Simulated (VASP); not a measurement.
# BN (P1) in VASP: notebook

Runs on BN. Level: PBEsol. Tasks: single point.

All numbers are computed with VASP 6.6.1; they aren't measurements. Logs are shortened: lines on timing, memory, paths and dates and some standing lists are left out, and cuts for length are marked.

**1. The cell of the first run**

The typed cell holds 4 atoms: a = 2.554 Å, b = 2.554 Å, c = 4.227 Å, α = 90.00°, β = 90.00°, γ = 120.00°.

**2. Single point, PBEsol (atom 3 (N) moved by (+0.100, -0.200) A along [1 1 0] and z)**

Input file INCAR:

```
SYSTEM = BN
PREC = Accurate ; ENCUT = 520
EDIFF = 1E-6 ; ISMEAR = 0
SIGMA = 0.05 ; LREAL = .False.
LASPH = .True. ; NELM = 60
ALGO = Normal ; ISIF = 2
LWAVE = .False. ; LCHARG = .True.
GGA = PS ; LELF = .True.
LVHAR = .True. ; NBANDS = 16
```

Input file KPOINTS:

```
Automatic mesh
0
Gamma
  12 12 6
  0 0 0
```

Input file POSCAR:

```
BN
1.0
    2.5539396017      0.0000000000      0.0000000000
   -1.2769698009      2.2117765748      0.0000000000
    0.0000000000      0.0000000000      4.2268550000
B N
2 2
Direct
    0.6666666667      0.3333333333      0.9997240000
    0.3333333333      0.6666666667      0.4997240000
    0.7103386106      0.3653034152      0.5779594964
    0.3333333333      0.6666666667      0.1252760000
```

Potentials or basis: VASP PAW PBE potentials, release 64 (B, N).

Run with:

```bash
cat potpaw_PBE.64/B/POTCAR potpaw_PBE.64/N/POTCAR > POTCAR
mpirun -np 1 vasp_std > vasp.out
```

OUTCAR:

```text
SYSTEM = BN
   PREC = Accurate
   ENCUT = 520
   EDIFF = 1E-6
   ISMEAR = 0
   LREAL = .False.
   LASPH = .True.
   NELM = 60
   ISIF = 2
   GGA = PS

 ion  position               nearest neighbor table
   1  0.667  0.333  1.000-   4 1.57   4 1.57   4 1.57   3 1.79
   2  0.333  0.667  0.500-   3 1.42   3 1.54   3 1.58   4 1.58
   3  0.710  0.365  0.578-   2 1.42   2 1.54   2 1.58   1 1.79
   4  0.333  0.667  0.125-   1 1.57   1 1.57   1 1.57   2 1.58

  LATTYP: Found a hexagonal cell.
 ALAT       =     2.5539396017
 C/A-ratio  =     1.6550332659

  Lattice vectors:

 A1 = (   2.5539396017,   0.0000000000,   0.0000000000)
 A2 = (  -1.2769698009,   2.2117765748,   0.0000000000)
 A3 = (   0.0000000000,   0.0000000000,   4.2268550000)

Analysis of symmetry for initial positions (statically):
=====================================================================
 Subroutine PRICEL returns:
 Original cell was already a primitive cell.

 Routine SETGRP: Setting up the symmetry group for a
 hexagonal supercell.

 Subroutine GETGRP returns: Found  1 space group operations
 (whereof  1 operations were pure point group operations)
 out of a pool of 24 trial point group operations.

The static configuration has the point symmetry C_1 .

Analysis of symmetry for dynamics (positions and initial velocities):
=====================================================================
 Subroutine PRICEL returns:
 Original cell was already a primitive cell.

 Routine SETGRP: Setting up the symmetry group for a
 hexagonal supercell.

 Subroutine GETGRP returns: Found  1 space group operations
 (whereof  1 operations were pure point group operations)
 out of a pool of 24 trial point group operations.

The dynamic configuration has the point symmetry C_1 .

 Subroutine INISYM returns: Found  1 space group operations
 (whereof  1 operations are pure point group operations),
 and found     1 'primitive' translations

----------------------------------------------------------------------------------------

                                     Primitive cell

  volume of cell :      23.8764

  direct lattice vectors                    reciprocal lattice vectors
     2.553939602  0.000000000  0.000000000     0.391551938  0.226062617  0.000000000
    -1.276969801  2.211776575  0.000000000     0.000000000  0.452125233  0.000000000
     0.000000000  0.000000000  4.226855000     0.000000000  0.000000000  0.236582518

  length of vectors
     2.553939602  2.553939602  4.226855000     0.452125233  0.452125233  0.236582518

[... 87 lines left out ...]
   NSW    =      0    number of steps for IOM
   IBRION =     -1    ionic relax: 0-MD 1-quasi-New 2-CG
   NFREE  =      0    steps in history (QN), initial steepest desc. (CG)
   ISIF   =      2    stress and relaxation
   ISYM   =      2    0-nonsym 1-usesym 2-fastsym
   POTIM  = 0.5000    time-step for ionic-motion
   TEBEG  =    0.0;   TEEND  =   0.0 temperature during run
   PSTRESS=    0.0 pullay stress
   NELECT =      16.0000    total number of electrons
   NUPDOWN=      -1.0000    fix difference up-down
   EMIN   =  10.00;   EMAX   =-10.00  energy-range for DOS
   EFERMI =   0.00;   METHOD = LEGACY
   ISMEAR =     0;   SIGMA  =   0.05  broadening in eV -4-tet -1-fermi 0-gaus
   EFERMI_NEDOS =   21; number of points for ismear=-14 and -15
   IALGO  =     38    algorithm
   IMIX   =      4    mixing-type and parameters
     AMIX     =   0.40;   BMIX     =  1.00
     AMIX_MAG =   1.60;   BMIX_MAG =  1.00
  volume/ion in A,a.u.               =       5.97        40.28
  Fermi-wavevector in a.u.,A,eV,Ry     =   1.432600  2.707222 27.923836  2.052344
  Thomas-Fermi vector in A             =   2.552210
   LORBIT       =      0    0 simple, 1 ext, 2 COOP (PROOUT), +10 PAW based schemes
   GGA     = PS    functional components
   LHFCALC =     F    Hartree Fock is set to
   AEXX    =    0.0000 exact exchange contribution
   IVDW    =     0    specifies the selected vdW correction
   LEPSILON=     F    determine dielectric tensor
   LRPA    =     F    only Hartree local field effects (RPA)
 non-spin polarized calculation
 Gauss-broadening in eV      SIGMA  =   0.05
  energy-cutoff  :      520.00
  volume of cell :       23.88
 maximum number of plane-waves:       660
   NGX =  9   NGY =  9   NGZ = 15

 number of electron      16.0000000 magnetization

 Free energy of the ion-electron system (eV)
  ---------------------------------------------------
  ext. energy  EPLUGINS =         0.00000000
  ---------------------------------------------------
  free energy    TOTEN  =       -35.80743641 eV

  energy without entropy =      -35.80743641  energy(sigma->0) =      -35.80743641

 E-fermi :   8.2823     XC(G=0): -12.9472

 val. band max:        8.0501657448   @ k =   0.0000   0.0000   0.0000
 cond. band min:      12.9117750262   @ k =   0.0000   0.4167   0.3333
 fundamental gap:      4.8616092814
 Fermi energy:         8.2823480037

 k-point     1 :       0.0000    0.0000    0.0000
  band No.  band energies     occupation
      1     -13.0271      2.00000
      2      -8.7060      2.00000
      3      -3.3205      2.00000
      4       4.1742      2.00000
      5       5.5098      2.00000
      6       6.8749      2.00000
[... 433 lines left out ...]
      3      -2.2657      2.00000
      4       1.8438      2.00000
      5       2.5942      2.00000
      6       4.5263      2.00000
[... 8 lines left out ...]
     15      22.6189      0.00000
     16      23.2552      0.00000

 [... further k-points ...]

------------------------ aborting loop because EDIFF is reached ----------------------------------------

  FORCE on cell =-STRESS in cart. coord.  units (eV):
  Direction    XX          YY          ZZ          XY          YZ          ZX
  --------------------------------------------------------------------------------------
  -------------------------------------------------------------------------------------
  Total        1.2102295     -0.4004419      0.9654377      0.9581629     -0.2687974     -0.4160100
  in kB       81.2099214    -26.8708155     64.7836809     64.2955219    -18.0370901    -27.9154836
  external PRESSURE =      39.7075956 kB  Pullay stress =       0.0000000 kB

 VOLUME and BASIS-vectors are now :
 -----------------------------------------------------------------------------
  energy-cutoff  :      520.00
  volume of cell :       23.88
      direct lattice vectors                 reciprocal lattice vectors
     2.553939602  0.000000000  0.000000000     0.391551938  0.226062617  0.000000000
    -1.276969801  2.211776575  0.000000000     0.000000000  0.452125233  0.000000000
     0.000000000  0.000000000  4.226855000     0.000000000  0.000000000  0.236582518

 POSITION                                       TOTAL-FORCE (eV/Angst)
 -----------------------------------------------------------------------------------
      1.27697      0.73726      4.22569         0.286413      0.275071     -0.437369
     -0.00000      1.47452      2.11226         2.644166      2.122383     -2.722364
      1.34768      0.80797      2.44295        -3.024011     -2.478749      6.056392
     -0.00000      1.47452      0.52952         0.093432      0.081295     -2.896658
 -----------------------------------------------------------------------------------
    total drift:                               -0.000192     -0.000071      0.000111

  FREE ENERGIE OF THE ION-ELECTRON SYSTEM (eV)
  ---------------------------------------------------
  free  energy   TOTEN  =       -35.8074364086 eV

  energy  without entropy=      -35.8074364086  energy(sigma->0) =      -35.80743641
```

stdout:

```text
POSCAR found type information on POSCAR B N
 POSCAR found :  2 types and       4 ions
 scaLAPACK will be used
 -----------------------------------------------------------------------------
|                                                                             |
|                                                                             |
|     You enforced a specific xc type in the INCAR file but a different       |
|     I HOPE YOU KNOW WHAT YOU ARE DOING!                                     |
|                                                                             |
 -----------------------------------------------------------------------------

 LDA part: xc-table for (Slater+PW92), standard interpolation
 POSCAR, INCAR and KPOINTS ok, starting setup
 FFT: planning ... GRIDC
 FFT: planning ... GRID_SOFT
 FFT: planning ... GRID
 WAVECAR not read
 entering main loop
```

Run time: 3.1 min. Hardware: 1 thread of Intel Xeon 8259CL, shared host; peak memory 0.24 GiB.

Results:

```
Free energy            : -35.8074 eV
Pressure               : 4.0 GPa
Largest force          : 7.209 eV/Å
Band gap on the k mesh : 4.86 eV (least direct gap 6.51 eV)
```

Forces in eV/Å, atoms in the order of the input:
```
B    0.286  0.275 -0.437
B    2.644  2.122 -2.722
N   -3.024 -2.479  6.056
N    0.093  0.081 -2.897
```

Levels at points of the mesh, in eV from the valence-band top:
| k point | band 6 | band 7 | band 8 | band 9 | band 10 | band 11 |
| --- | --- | --- | --- | --- | --- | --- |
| (0.00, 0.00, 0.00) | -1.18 | -0.76 | 0.00 | 6.51 | 7.35 | 8.11 |
| (0.50, 0.00, 0.00) | -5.76 | -4.82 | -3.06 | 5.83 | 7.75 | 9.53 |
| (0.00, 0.50, 0.00) | -6.21 | -3.99 | -3.33 | 5.57 | 6.62 | 9.64 |
| (0.50, 0.50, 0.00) | -6.01 | -4.20 | -3.24 | 5.58 | 6.86 | 9.57 |
| (0.00, 0.00, 0.50) | -1.96 | -1.68 | -1.45 | 7.53 | 7.84 | 8.75 |
| (0.50, 0.00, 0.50) | -4.15 | -4.02 | -3.06 | 5.08 | 5.55 | 8.07 |
| (0.00, 0.50, 0.50) | -4.28 | -4.15 | -3.12 | 4.92 | 5.72 | 8.35 |
| (0.50, 0.50, 0.50) | -4.27 | -4.08 | -3.07 | 5.00 | 5.56 | 8.19 |

Caveat: the cell differs from its parent crystal (atom 3 (N) moved by (+0.100, -0.200) A along [1 1 0] and z); the stress differs along the axes, from -3 to 8 GPa; the PAW data sets were made with another functional, which shifts forces and pressure a little.

**3. Single point, PBEsol (atom 3 (N) moved by (+0.100, +0.000) A along [1 1 0] and z)**

Input file INCAR:

```
ALGO = Normal
EDIFF = 1E-7
ENCUT = 520
GGA = PS
ISIF = 2
ISMEAR = 0
LASPH = T
LCHARG = F
LREAL = F
LWAVE = F
NBANDS = 16
NELM = 100
PREC = Accurate
SIGMA = 0.05
```

Input file KPOINTS:

```
k-points
0
Gamma
  12 12 6
```

POSCAR, as its differences from that of step 2:

```diff
@@ -10,3 +10,3 @@
     0.3333333333      0.6666666667      0.4997240000
-    0.7103386106      0.3653034152      0.5779594964
+    0.7103386106      0.3653034152      0.6252760000
     0.3333333333      0.6666666667      0.1252760000
```

Potentials or basis: VASP PAW PBE potentials, release 64 (B, N).

Run with:

```bash
cat potpaw_PBE.64/B/POTCAR potpaw_PBE.64/N/POTCAR > POTCAR
mpirun -np 1 vasp_std > vasp.out
```

It took 3.2 min on 1 thread of Intel Xeon 8259CL, shared host; peak memory 0.24 GiB.

The run converged. Its results:

```
Free energy            : -36.4878 eV
Pressure               : -3.8 GPa
Largest force          : 2.780 eV/Å
Band gap on the k mesh : 4.64 eV (least direct gap 7.69 eV)
```

Forces on the atoms (eV/Å):
```
B    0.346  0.333 -0.020
B    1.750  1.393 -0.270
N   -2.135 -1.757  0.290
N    0.040  0.032  0.000
```

Stress tensor (GPa, compression positive):
```
-0.82  3.07 -2.13
 3.07 -5.37 -1.28
-2.13 -1.28 -5.08
```

Levels at points of the mesh, in eV from the valence-band top:
```
           k point  band 5  band 6  band 7  band 8  band 9  band 10  band 11  band 12
(0.00, 0.00, 0.00)   -2.05   -0.77   -0.33    0.00    7.69     8.05     8.27     8.98
(0.50, 0.00, 0.00)   -6.90   -5.19   -5.10   -2.22    6.25     8.18    10.09    11.20
(0.00, 0.50, 0.00)   -7.39   -5.38   -4.40   -2.53    6.13     6.88    10.09    10.90
(0.50, 0.50, 0.00)   -7.30   -5.28   -4.59   -2.42    6.08     7.18    10.01    10.99
(0.00, 0.00, 0.50)   -2.18   -1.49   -1.47   -0.74    8.38     8.86     9.01     9.48
(0.50, 0.00, 0.50)   -4.07   -3.86   -3.84   -3.63    6.03     6.24     9.18     9.78
(0.00, 0.50, 0.50)   -4.51   -4.10   -3.89   -3.68    5.92     6.09     9.30     9.71
(0.50, 0.50, 0.50)   -4.47   -4.10   -3.85   -3.49    5.92     6.07     9.27     9.58
```

Caveat: the cell differs from its parent crystal (atom 3 (N) moved by (+0.100, +0.000) A along [1 1 0] and z); the cell stands under tension; the PAW data sets were made with another functional, which shifts forces and pressure a little. A k mesh can miss the band edges.
